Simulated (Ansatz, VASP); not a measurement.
**Two plane-wave programs on VN2**

INCAR

```
SYSTEM = VN2
PREC = Accurate
ENCUT = 520
EDIFF = 1E-7
ISMEAR = 0
SIGMA = 0.15
LREAL = .False.
LASPH = .True.
NELM = 60
ALGO = Fast
ISIF = 2
LWAVE = .False.
LCHARG = .True.
GGA = PE
LELF = .True.
LVHAR = .True.
NBANDS = 32
```

KPOINTS

```
regular mesh
0
Gamma
  16 16 16
  0 0 0
```

The input POSCAR:

```
VN2
1.0
   -2.2071827141      2.2071827141      2.6084531293
    2.2071827141     -2.2071827141      2.6084531293
    2.2071827141      2.2071827141     -2.6084531293
V N
2 4
Direct
    0.2500000000      0.2500000000      0.0000000000
    0.7500000000      0.7500000000      0.0000000000
    0.1135731475      0.6135731475      0.7271462950
    0.6135731475      0.8864268525      0.5000000000
    0.8864268525      0.3864268525      0.2728537050
    0.3864268525      0.1135731475      0.5000000000
```

Input for Ansatz:

```yaml
crystal:
  lattice:
    - [-2.2071827141, 2.2071827141, 2.6084531293]
    - [2.2071827141, -2.2071827141, 2.6084531293]
    - [2.2071827141, 2.2071827141, -2.6084531293]
  atoms:
    - { symbol: V, position: [0.25, 0.25, 0.0] }
    - { symbol: V, position: [0.75, 0.75, 0.0] }
    - { symbol: "N", position: [0.1135731475, 0.6135731475, 0.727146295] }
    - { symbol: "N", position: [0.6135731475, 0.8864268525, 0.5] }
    - { symbol: "N", position: [0.8864268525, 0.3864268525, 0.272853705] }
    - { symbol: "N", position: [0.3864268525, 0.1135731475, 0.5] }
basis:
  ecutwfc: 420
kpoints:
  mp_grid: { grid: [16, 16, 16] }
hamiltonian:
  xc: pbe
scf:
  occupations: { method: gaussian, width: 0.15 }
output:
  forces: true
  stress: true
  eigenvalues: true
```

Change from the starting cell: strain +0.025 along x and y, +0.050 along z, atoms carried along.

Alike in both runs: task single point; functional PBE; k mesh 16 × 16 × 16; occupations gaussian, width 0.15 eV; no spin polarisation.

|  | VASP | Ansatz |
| --- | --- | --- |
| version | VASP 6.6.1 | Ansatz 0.2.0 |
| potentials or method | VASP PAW PBE potentials, release 64 (V_sv, N), cutoff 520 eV | scalar-relativistic, plane waves, PAW |
| valence electrons in the cell | 46 | 46 |

Ansatz gave:

```
gap on the k mesh at the Fermi level (eV)                     : none
pressure (GPa)                                                : -25.2
traceless stress, the component that is largest in VASP (GPa) : -2.72
rms of the force components (eV/Å)                            : 0.316
```

Q: Which values does VASP return?

A: gap on the k mesh at the Fermi level (eV): none; pressure (GPa): -24.7; traceless stress, the component that is largest in VASP (GPa): -2.81; rms of the force components (eV/Å): 0.292.

Atom by atom the forces differ by 0.024 eV/Å (rms over components). A gap of «none» marks a metal or a gap that the smearing closes.
